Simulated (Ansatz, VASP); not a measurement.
Two plane-wave programs on BIr3Pd

Contents of INCAR:

```
PREC = Accurate ; ENCUT = 600
EDIFF = 1E-7 ; ISMEAR = 0
SIGMA = 0.1 ; LREAL = False
LASPH = True ; NELM = 100
ALGO = Fast ; ISIF = 3
LWAVE = False ; LCHARG = False
GGA = PE ; IBRION = 2
NSW = 90 ; EDIFFG = -0.04
```

File KPOINTS:

```
Automatic mesh
0
Gamma
  6 6 4
```

The input POSCAR:

```
BIr3Pd
1.0
    4.0136251100      0.0000000000      0.0000000000
   -2.0068125600      3.4759013100      0.0000000000
    0.0000000000      0.0000000000      5.1400424400
B Pd Ir
1 1 3
Direct
    0.0000000000      0.0000000000      0.5000000000
    0.0000000000      0.0000000000      0.0000000000
    0.5000000000      0.0000000000      0.5000000000
    0.0000000000      0.5000000000      0.5000000000
    0.5000000000      0.5000000000      0.5000000000
```

Input for Ansatz:

```yaml
crystal:
  lattice:
    - [4.01362511, 0.0, 0.0]
    - [-2.00681256, 3.47590131, 0.0]
    - [0.0, 0.0, 5.14004244]
  atoms:
    - { symbol: B, position: [0.0, 0.0, 0.5] }
    - { symbol: Pd, position: [0.0, 0.0, 0.0] }
    - { symbol: Ir, position: [0.5, 0.0, 0.5] }
    - { symbol: Ir, position: [0.0, 0.5, 0.5] }
    - { symbol: Ir, position: [0.5, 0.5, 0.5] }
basis:
  ecutwfc: 420
kpoints:
  mp_grid: { grid: [6, 6, 4] }
hamiltonian:
  xc: pbe
scf:
  occupations: { method: gaussian, width: 0.1 }
  lower_state_search: "off"
output:
  forces: true
  stress: true
  eigenvalues: true
relax:
  adjacent_minimum: "off"
  f_tol: 0.04
  max_steps: 70
  cell: { stress_tol: 0.4 }
```

Alike in both runs: task relaxation of cell and atoms; functional PBE; k mesh 6 × 6 × 4; occupations gaussian, width 0.1 eV; no spin polarisation.

|  | VASP | Ansatz |
| --- | --- | --- |
| version | VASP 6.6.1 | Ansatz 0.2.0 |
| potentials or method | VASP PAW PBE potentials, release 64 (B, Pd, Ir), cutoff 600 eV | scalar-relativistic, plane waves, PAW |
| valence electrons in the cell | 40 | 72 |

|  | VASP | Ansatz | Ansatz less VASP |
| --- | --- | --- | --- |
| gap on the k mesh at the Fermi level, each at its own relaxed structure (eV) | none | none | - |
| relaxed volume (Å³/atom) | 17.33 | 17.30 | -0.028 |
| relaxed cell length with the largest relative difference (Å) | 4.940 | 4.937 | -0.0034 |

A gap of «none» marks a metal or a gap that the smearing closes. VASP's potentials hold 40 valence electrons a cell and Ansatz's 72, so a difference there can come from the potentials and not from the codes.

Spin-orbit coupling is off throughout. Noted on VASP's run: the volume moved by over 15 % at a fixed basis, so the end points are rough.
